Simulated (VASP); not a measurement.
# GaN (I-4m2) in VASP: further runs

The runs below take GaN through single point, with PBE.

Program: VASP 6.6.1. These are calculated values, not measurements. Logs are shortened: lines on timing, memory, paths and dates and some standing lists are left out, and cuts for length are marked.

### 1 The cell of the first run

The structure is tetragonal, space group I-4m2 (No. 119). Conventional cell: a = 3.364 Å, b = 3.364 Å, c = 4.044 Å, α = 90.00°, β = 90.00°, γ = 90.00°. Ga (site symmetry -4m2) has 4 N at 1.96 Å within 2.6 Å. N (site symmetry -4m2) has 4 Ga at 1.96 Å within 2.6 Å.

### 2 Single point, PBE

File INCAR:

```
PREC = Accurate
ENCUT = 520
EDIFF = 1E-6
ISMEAR = 0
SIGMA = 0.05
LREAL = F
LASPH = T
NELM = 80
ALGO = Normal
ISIF = 2
LWAVE = F
LCHARG = F
GGA = PE
NBANDS = 16
```

File KPOINTS:

```
regular mesh
0
Gamma
  12 12 12
```

File POSCAR:

```
GaN
1.0
    0.0000000000      2.3789466584      2.0221046597
    2.3789466584      0.0000000000      2.0221046597
    2.3789466584      2.3789466584      0.0000000000
Ga N
1 1
Direct
    0.0000000000      0.0000000000      0.0000000000
    0.7500000000      0.7500000000      0.7500000000
```

Potentials or basis: VASP PAW PBE potentials, release 64 (Ga_d, N).

The run is started by

```console
cat potpaw_PBE.64/Ga_d/POTCAR potpaw_PBE.64/N/POTCAR > POTCAR
mpirun -np 1 vasp_std > vasp.out
```

OUTCAR:

```text
PREC = Accurate
   ENCUT = 520
   EDIFF = 1E-6
   ISMEAR = 0
   LREAL = F
   LASPH = T
   NELM = 80
   ISIF = 2
   GGA = PE

 ion  position               nearest neighbor table
   1  0.000  0.000  0.000-   2 1.96   2 1.96   2 1.96   2 1.96
   2  0.750  0.750  0.750-   1 1.96   1 1.96   1 1.96   1 1.96

  LATTYP: Found a body centered tetragonal cell.
 ALAT       =     3.3643386285
 C/A-ratio  =     1.2020815281

  Lattice vectors:

 A1 = (   0.0000000000,  -2.3789466584,  -2.0221046597)
 A2 = (   0.0000000000,   2.3789466584,  -2.0221046597)
 A3 = (   2.3789466584,   0.0000000000,   2.0221046597)

Analysis of symmetry for initial positions (statically):
=====================================================================
 Subroutine PRICEL returns:
 Original cell was already a primitive cell.

 Routine SETGRP: Setting up the symmetry group for a
 body centered tetragonal supercell.

 Subroutine GETGRP returns: Found  8 space group operations
 (whereof  8 operations were pure point group operations)
 out of a pool of 16 trial point group operations.

The static configuration has the point symmetry D_2d.

Analysis of symmetry for dynamics (positions and initial velocities):
=====================================================================
 Subroutine PRICEL returns:
 Original cell was already a primitive cell.

 Routine SETGRP: Setting up the symmetry group for a
 body centered tetragonal supercell.

 Subroutine GETGRP returns: Found  8 space group operations
 (whereof  8 operations were pure point group operations)
 out of a pool of 16 trial point group operations.

The dynamic configuration has the point symmetry D_2d.

 Subroutine INISYM returns: Found  8 space group operations
 (whereof  8 operations are pure point group operations),
 and found     1 'primitive' translations

----------------------------------------------------------------------------------------

                                     Primitive cell

  volume of cell :      22.8877

  direct lattice vectors                    reciprocal lattice vectors
     0.000000000  2.378946658  2.022104660    -0.210177054  0.210177054  0.247267122
     2.378946658  0.000000000  2.022104660     0.210177054 -0.210177054  0.247267122
     2.378946658  2.378946658  0.000000000     0.210177054  0.210177054 -0.247267122

  length of vectors
     3.122225882  3.122225882  3.364338628     0.386639131  0.386639131  0.386639131

  position of ions in fractional coordinates (direct lattice)
     0.000000000  0.000000000  0.000000000
     0.750000000  0.750000000  0.750000000

  ion indices of the primitive-cell ions
   primitive index   ion index
                 1           1
                 2           2

----------------------------------------------------------------------------------------

 KPOINTS: regular mesh

Automatic generation of k-mesh.
 Grid dimensions read from file:
 generate k-points for:   12   12   12

 Generating k-lattice:

  Cartesian coordinates                     Fractional coordinates (reciprocal lattice)
    -0.017514754  0.017514754  0.020605594     0.083333333  0.000000000  0.000000000
     0.017514754 -0.017514754  0.020605594     0.000000000  0.083333333  0.000000000
     0.017514754  0.017514754 -0.020605594    -0.000000000 -0.000000000  0.083333333

  Length of vectors
     0.032219928  0.032219928  0.032219928

  Shift w.r.t. Gamma in fractional coordinates (k-lattice)
     0.000000000  0.000000000  0.000000000

 Subroutine IBZKPT returns following result:
 ===========================================

 Found    163 irreducible k-points:

 Following reciprocal coordinates:
            Coordinates               Weight
  0.000000  0.000000  0.000000      1.000000
  0.083333  0.000000  0.000000      8.000000
  0.166667 -0.000000  0.000000      8.000000
  0.250000 -0.000000  0.000000      8.000000
  0.333333 -0.000000  0.000000      8.000000
  0.416667 -0.000000  0.000000      8.000000
[... 16 lines left out ...]
  0.500000  0.166667  0.000000      8.000000
 -0.416667  0.166667  0.000000      8.000000
 [... further k-points ...]
   k-points           NKPTS =    163   k-points in BZ     NKDIM =    163   number of bands    NBANDS=     16
   number of dos      NEDOS =    301   number of ions     NIONS =      2
   total plane-waves  NPLWV =  16128
   dimension x,y,z NGX =    24 NGY =   24 NGZ =   28
   dimension x,y,z NGXF=    48 NGYF=   48 NGZF=   56
   ions per type =               1   1
   NGX,Y,Z   is equivalent  to a cutoff of  12.78, 12.78, 13.84 a.u.
   NGXF,Y,Z  is equivalent  to a cutoff of  25.56, 25.56, 27.67 a.u.
 SYSTEM =  unknown system
   PREC   = accura    normal or accurate (medium, high low for compatibility)
   ISTART =      0    job   : 0-new  1-cont  2-samecut
   ICHARG =      2    charge: 1-file 2-atom 10-const
   ISPIN  =      1    spin polarized calculation?
   LNONCOLLINEAR =      F non collinear calculations
   LSORBIT =      F    spin-orbit coupling
   LASPH  =      T    aspherical Exc in radial PAW
   ENCUT  =  520.0 eV  38.22 Ry    6.18 a.u.   5.81  5.81  6.26*2*pi/ulx,y,z
   NELM   =     80;   NELMIN=  2; NELMDL= -5     # of ELM steps
   EDIFF  = 0.1E-05   stopping-criterion for ELM
   LREAL  =      F    real-space projection
   EDIFFG = 0.1E-04   stopping-criterion for IOM
   NSW    =      0    number of steps for IOM
   IBRION =     -1    ionic relax: 0-MD 1-quasi-New 2-CG
   NFREE  =      0    steps in history (QN), initial steepest desc. (CG)
   ISIF   =      2    stress and relaxation
   ISYM   =      2    0-nonsym 1-usesym 2-fastsym
   POTIM  = 0.5000    time-step for ionic-motion
   TEBEG  =    0.0;   TEEND  =   0.0 temperature during run
   PSTRESS=    0.0 pullay stress
   NELECT =      18.0000    total number of electrons
   NUPDOWN=      -1.0000    fix difference up-down
   EMIN   =  10.00;   EMAX   =-10.00  energy-range for DOS
   EFERMI =   0.00;   METHOD = LEGACY
   ISMEAR =     0;   SIGMA  =   0.05  broadening in eV -4-tet -1-fermi 0-gaus
   EFERMI_NEDOS =   21; number of points for ismear=-14 and -15
   IALGO  =     38    algorithm
   IMIX   =      4    mixing-type and parameters
     AMIX     =   0.40;   BMIX     =  1.00
     AMIX_MAG =   1.60;   BMIX_MAG =  1.00
  volume/ion in A,a.u.               =      11.44        77.23
  Fermi-wavevector in a.u.,A,eV,Ry     =   1.511117  2.855596 31.068543  2.283473
  Thomas-Fermi vector in A             =   2.621216
   LORBIT       =      0    0 simple, 1 ext, 2 COOP (PROOUT), +10 PAW based schemes
   GGA     = PE    functional components
   LHFCALC =     F    Hartree Fock is set to
   AEXX    =    0.0000 exact exchange contribution
   IVDW    =     0    specifies the selected vdW correction
   LEPSILON=     F    determine dielectric tensor
   LRPA    =     F    only Hartree local field effects (RPA)
 non-spin polarized calculation
 Gauss-broadening in eV      SIGMA  =   0.05
  energy-cutoff  :      520.00
  volume of cell :       22.89
 maximum number of plane-waves:       627
   NGX = 11   NGY = 11   NGZ = 13

 number of electron      18.0000003 magnetization

 Free energy of the ion-electron system (eV)
  ---------------------------------------------------
  ext. energy  EPLUGINS =         0.00000000
  ---------------------------------------------------
  free energy    TOTEN  =       -12.02516334 eV

  energy without entropy =      -12.02516334  energy(sigma->0) =      -12.02516334

 E-fermi :   5.8421     XC(G=0): -11.6965

 val. band max:        5.6564568107   @ k =   0.0000   0.0000   0.0000
 cond. band min:       6.9473597166   @ k =   0.0000   0.0000   0.0000
 fundamental gap:      1.2909029059
 Fermi energy:         5.8421147935

 k-point     1 :       0.0000    0.0000    0.0000
  band No.  band energies     occupation
      1     -10.6036      2.00000
      2      -8.2333      2.00000
      3      -8.2333      2.00000
      4      -8.0898      2.00000
      5      -7.9019      2.00000
      6      -7.8905      2.00000
[... 8 lines left out ...]
     15      22.6421      0.00000
     16      22.6421      0.00000

 k-point     2 :       0.0833    0.0000    0.0000
  band No.  band energies     occupation
      1     -10.5241      2.00000
      2      -8.2245      2.00000
      3      -8.2127      2.00000
      4      -8.0799      2.00000
      5      -7.8999      2.00000
      6      -7.8906      2.00000
[... 8 lines left out ...]
     15      21.7801      0.00000
     16      23.7803      0.00000

 k-point     3 :       0.1667   -0.0000    0.0000
  band No.  band energies     occupation
      1     -10.3119      2.00000
      2      -8.2034      2.00000
      3      -8.1497      2.00000
      4      -8.0382      2.00000
      5      -7.8912      2.00000
      6      -7.8825      2.00000
[... 8 lines left out ...]
     15      21.1684      0.00000
     16      25.0823      0.00000

 k-point     4 :       0.2500   -0.0000    0.0000
  band No.  band energies     occupation
      1     -10.0469      2.00000
      2      -8.1825      2.00000
      3      -8.0912      2.00000
      4      -7.9523      2.00000
      5      -7.8701      2.00000
      6      -7.7719      2.00000
[... 8 lines left out ...]
     15      21.8006      0.00000
     16      24.7187      0.00000

 k-point     5 :       0.3333   -0.0000    0.0000
  band No.  band energies     occupation
      1      -9.8328      2.00000
      2      -8.1712      2.00000
      3      -8.0657      2.00000
      4      -7.9227      2.00000
      5      -7.8381      2.00000
      6      -7.3834      2.00000
[... 8 lines left out ...]
     15      23.0470      0.00000
     16      24.4853      0.00000

 k-point     6 :       0.4167   -0.0000    0.0000
  band No.  band energies     occupation
      1      -9.7174      2.00000
      2      -8.1683      2.00000
      3      -8.0565      2.00000
      4      -7.9077      2.00000
      5      -7.8085      2.00000
      6      -6.8805      2.00000
[... 8 lines left out ...]
     15      24.4120      0.00000
     16      25.0086      0.00000

 k-point     7 :       0.5000   -0.0000    0.0000
  band No.  band energies     occupation
      1      -9.6839      2.00000
      2      -8.1682      2.00000
      3      -8.0546      2.00000
      4      -7.9016      2.00000
      5      -7.7965      2.00000
      6      -6.6232      2.00000
[... 8 lines left out ...]
     15      25.0905      0.00000
     16      25.4865      0.00000

 k-point     8 :       0.0833    0.0833    0.0000
  band No.  band energies     occupation
      1     -10.4793      2.00000
      2      -8.2169      2.00000
      3      -8.2169      2.00000
      4      -8.0752      2.00000
      5      -7.8929      2.00000
      6      -7.8828      2.00000
[... 8 lines left out ...]
     15      23.5057      0.00000
     16      23.5057      0.00000

 k-point     9 :       0.1667    0.0833    0.0000
  band No.  band energies     occupation
      1     -10.2987      2.00000
      2      -8.1952      2.00000
      3      -8.1821      2.00000
      4      -8.0479      2.00000
      5      -7.8810      2.00000
      6      -7.8563      2.00000
[... 8 lines left out ...]
     15      22.8299      0.00000
     16      23.7184      0.00000
[... 172 lines left out ...]
 k-point    19 :       0.1667    0.1667    0.0000
  band No.  band energies     occupation
      1     -10.1633      2.00000
      2      -8.1692      2.00000
      3      -8.1692      2.00000
      4      -8.0490      2.00000
      5      -7.8683      2.00000
      6      -7.7955      2.00000
[... 8 lines left out ...]
     15      23.4155      0.00000
     16      25.3071      0.00000

 k-point    20 :       0.2500    0.1667    0.0000
  band No.  band energies     occupation
      1      -9.9624      2.00000
      2      -8.1386      2.00000
      3      -8.1306      2.00000
      4      -8.0409      2.00000
      5      -7.8493      2.00000
      6      -7.6330      2.00000
[... 8 lines left out ...]
     15      23.8074      0.00000
     16      25.0246      0.00000

 k-point    21 :       0.3333    0.1667    0.0000
  band No.  band energies     occupation
      1      -9.7800      2.00000
      2      -8.1164      2.00000
      3      -8.0952      2.00000
      4      -8.0267      2.00000
      5      -7.8237      2.00000
      6      -7.2887      2.00000
[... 8 lines left out ...]
     15      24.5566      0.00000
     16      24.9874      0.00000

 k-point    22 :       0.4167    0.1667    0.0000
  band No.  band energies     occupation
      1      -9.6674      2.00000
      2      -8.1060      2.00000
      3      -8.0768      2.00000
      4      -8.0023      2.00000
      5      -7.8014      2.00000
      6      -6.8038      2.00000
[... 8 lines left out ...]
     15      25.2667      0.00000
     16      25.4191      0.00000

 k-point    23 :       0.5000    0.1667    0.0000
  band No.  band energies     occupation
      1      -9.6206      2.00000
      2      -8.1032      2.00000
      3      -8.0718      2.00000
      4      -7.9697      2.00000
      5      -7.7970      2.00000
      6      -6.4211      2.00000
[... 8 lines left out ...]
     15      25.4393      0.00000
     16      25.5640      0.00000

 k-point    24 :      -0.4167    0.1667    0.0000
  band No.  band energies     occupation
      1      -9.6238      2.00000
      2      -8.1040      2.00000
      3      -8.0693      2.00000
      4      -7.9417      2.00000
      5      -7.8166      2.00000
      6      -6.4715      2.00000
[... 8 lines left out ...]
     15      24.1101      0.00000
     16      25.7199      0.00000

 [... further k-points ...]
[... 5 lines left out ...]
  --------------------------------------------------------------------------------------
  -------------------------------------------------------------------------------------
  Total       -0.1841730     -0.1841730      1.7530166      0.0000000      0.0000000      0.0000000
  in kB      -12.8923932    -12.8923932    122.7138473      0.0000000      0.0000000      0.0000000
  external PRESSURE =      32.3096870 kB  Pullay stress =       0.0000000 kB

 VOLUME and BASIS-vectors are now :
 -----------------------------------------------------------------------------
  energy-cutoff  :      520.00
  volume of cell :       22.89
      direct lattice vectors                 reciprocal lattice vectors
     0.000000000  2.378946658  2.022104660    -0.210177054  0.210177054  0.247267122
     2.378946658  0.000000000  2.022104660     0.210177054 -0.210177054  0.247267122
     2.378946658  2.378946658  0.000000000     0.210177054  0.210177054 -0.247267122

 POSITION                                       TOTAL-FORCE (eV/Angst)
 -----------------------------------------------------------------------------------
      0.00000      0.00000      0.00000        -0.000000     -0.000000     -0.000000
      3.56842      3.56842      3.03316         0.000000      0.000000      0.000000
 -----------------------------------------------------------------------------------
    total drift:                               -0.000004     -0.000004     -0.000007

  FREE ENERGIE OF THE ION-ELECTRON SYSTEM (eV)
  ---------------------------------------------------
  free  energy   TOTEN  =       -12.0251633423 eV

  energy  without entropy=      -12.0251633423  energy(sigma->0) =      -12.02516334
```

It took 21 s on 1 thread of Intel Xeon 6975P-C (Granite Rapids), shared host; peak memory 0.18 GiB.

Results:

* Free energy: -12.0252 eV
* Pressure: 3.2 GPa
* Band gap on the k mesh: 1.29 eV, direct

Levels at points of the mesh, in eV from the valence-band top:
```
           k point  band 7  band 8  band 9  band 10  band 11  band 12
(0.00, 0.00, 0.00)   -0.57   -0.57    0.00     1.29     9.81    10.27
(0.50, 0.00, 0.00)   -7.32   -1.84   -0.84     3.77     8.48     8.90
(0.50, 0.50, 0.00)   -5.27   -3.80   -3.80     2.57     4.49    12.82
(0.50, 0.00, 0.50)   -7.01   -2.58   -2.47     3.44     7.21    10.54
```

### 3 Single point, PBE

This run uses another cell than the first one, of the same volume but with other edges.

File INCAR:

```
  PREC = Accurate
  ENCUT = 520
  EDIFF = 1E-7
  ISMEAR = 0
  SIGMA = 0.05
  LREAL = False
  LASPH = True
  NELM = 60
  ALGO = Normal
  ISIF = 2
  LWAVE = False
  LCHARG = True
  GGA = PE
  LELF = True
  LVHAR = True
  NBANDS = 16
```

File KPOINTS:

```
Automatic mesh
0
Gamma
  12 12 12
```

File POSCAR:

```
GaN
1.0
    0.0000000000      2.1206252628      2.5447503153
    2.1206252628      0.0000000000      2.5447503153
    2.1206252628      2.1206252628      0.0000000000
Ga N
1 1
Direct
    0.0000000000      0.0000000000      0.0000000000
    0.7500000000      0.7500000000      0.7500000000
```

Potentials or basis: VASP PAW PBE potentials, release 64 (Ga_d, N).

The run is started by

```console
cat potpaw_PBE.64/Ga_d/POTCAR potpaw_PBE.64/N/POTCAR > POTCAR
mpirun -np 1 vasp_std > vasp.out
```

Wall time 29 s (1 thread of Intel Xeon 6975P-C (Granite Rapids), shared host); peak memory 0.19 GiB.

It converged, with:

- Free energy: -11.8897 eV
- Pressure: 3.2 GPa
- Band gap on the k mesh: 1.14 eV, direct

Stress tensor (GPa, compression positive):
```
 14.23   0.00   0.00
  0.00  14.23   0.00
  0.00   0.00 -18.81
```

Levels at points of the mesh, in eV from the valence-band top:
| k point | band 6 | band 7 | band 8 | band 9 | band 10 | band 11 | band 12 | band 13 |
| --- | --- | --- | --- | --- | --- | --- | --- | --- |
| (0.00, 0.00, 0.00) | -13.62 | -1.17 | 0.00 | 0.00 | 1.14 | 9.96 | 9.96 | 10.37 |
| (0.50, 0.00, 0.00) | -12.32 | -7.32 | -2.08 | -0.54 | 3.36 | 8.33 | 9.89 | 11.46 |
| (0.50, 0.50, 0.00) | -12.53 | -7.78 | -2.04 | -2.04 | 4.02 | 7.72 | 10.13 | 14.06 |
| (0.50, 0.00, 0.50) | -11.58 | -5.75 | -3.38 | -3.36 | 2.68 | 5.40 | 11.03 | 11.83 |

(Part 1 of 2 ends here.)
